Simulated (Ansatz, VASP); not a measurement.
## C in VASP and in Ansatz

Contents of INCAR:

```
PREC = Accurate
ENCUT = 600
EDIFF = 1E-7
ISMEAR = 0
SIGMA = 0.1
LREAL = False
LASPH = True
NELM = 120
ALGO = Normal
ISIF = 3
LWAVE = False
LCHARG = False
GGA = PE
IBRION = 2
NSW = 90
EDIFFG = -0.04
GGA_COMPAT = False
NELMIN = 4
```

Contents of KPOINTS:

```
regular mesh
0
Gamma
  8 8 6
```

File POSCAR:

```
C
1.0
    2.1345895944     -1.2327955467      0.0000000000
    2.1345895944      1.2327955467      0.0000000000
   -0.0815177473      0.0000000000      3.3272567535
C
2
Direct
    0.3329951478      0.3329951478      0.0000050063
    0.6670048522      0.6670048522      0.9999949937
```

Input for Ansatz:

```yaml
crystal:
  lattice:
    - [2.1345895944, -1.2327955467, 0.0]
    - [2.1345895944, 1.2327955467, 0.0]
    - [-0.0815177473, 0.0, 3.3272567535]
  atoms:
    - { symbol: C, position: [0.3329951478, 0.3329951478, 5.0063e-06] }
    - { symbol: C, position: [0.6670048522, 0.6670048522, 0.9999949937] }
basis:
  ecutwfc: 420
kpoints:
  mp_grid: { grid: [8, 8, 6] }
hamiltonian:
  xc: pbe
scf:
  occupations: { method: gaussian, width: 0.1 }
  lower_state_search: "off"
output:
  forces: true
  stress: true
  eigenvalues: true
relax:
  adjacent_minimum: "off"
  f_tol: 0.04
  max_steps: 70
  cell: { stress_tol: 0.4 }
```

Change from the starting cell: the structure that the rattled cell fell into.

Alike in both runs: task relaxation of cell and atoms; functional PBE; k mesh 8 × 8 × 6; occupations gaussian, width 0.1 eV; no spin polarisation.

|  | VASP | Ansatz |
| --- | --- | --- |
| version | VASP 6.6.1 | Ansatz 0.2.0 |
| potentials or method | VASP PAW PBE potentials, release 64 (C), cutoff 600 eV | scalar-relativistic, plane waves, PAW |
| valence electrons in the cell | 8 | 8 |

|  | VASP | Ansatz | Ansatz less VASP |
| --- | --- | --- | --- |
| gap on the k mesh at the Fermi level, each at its own relaxed structure (eV) | 1.53 | 1.62 | +0.090 |
| relaxed volume (Å³/atom) | 10.58 | 10.86 | +0.283 |
| relaxed cell length with the largest relative difference (Å) | 4.014 | 4.130 | +0.1160 |

Noted on VASP's run: the volume moved by over 15 % at a fixed basis, so the end points are rough.
